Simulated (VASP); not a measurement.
Here is a VASP 6.6.1 calculation.

The input INCAR:

```
  PREC = Accurate
  ENCUT = 520
  EDIFF = 1E-7
  ISMEAR = 0
  SIGMA = 0.1
  LREAL = False
  LASPH = True
  NELM = 100
  ALGO = Normal
  ISIF = 2
  LWAVE = False
  LCHARG = True
  LDIPOL = True
  IDIPOL = 3
  DIPOL = 0.5 0.5 0.296
  GGA = PE
  LELF = True
  LVHAR = True
  LVACPOTAV = True
  NBANDS = 29
```

The input KPOINTS:

```
Automatic mesh
0
Gamma
  8 8 1
```

The input POSCAR:

```
GeBr4
1.0
    5.3144062326      0.0000000000      0.0000000000
    0.0000000000      5.3144062326      0.0000000000
    0.0000000000      0.0000000000     33.8374384000
Ge Br
1 4
Direct
    0.0000000000      0.0000000000      0.2955306451
    0.0000000000      0.0000000000      0.2256090606
    0.0000000000      0.0000000000      0.3654522297
    0.0000000000      0.5000000000      0.2955306451
    0.5000000000      0.0000000000      0.2955306451
```

Potentials or basis: VASP PAW PBE potentials, release 64 (Ge_d, Br).

Run with:

```sh
$ cat potpaw_PBE.64/Ge_d/POTCAR potpaw_PBE.64/Br/POTCAR > POTCAR
$ mpirun -np 1 vasp_std > vasp.out
```

Estimate the largest force.

0.010 eV/Å.

What does it give for the band gap on the k mesh?

Zero (band 21 reaches -5.36 eV, above the bottom of band 22 at -5.42 eV).

Predict the work function of the upper face.

6.42 eV.

Forces in eV/Å, atoms in the order of the input:
```
Ge   0.000  0.000  0.000
Br   0.000  0.000  0.010
Br   0.000  0.000 -0.010
Br   0.000  0.000  0.000
Br   0.000  0.000  0.000
```
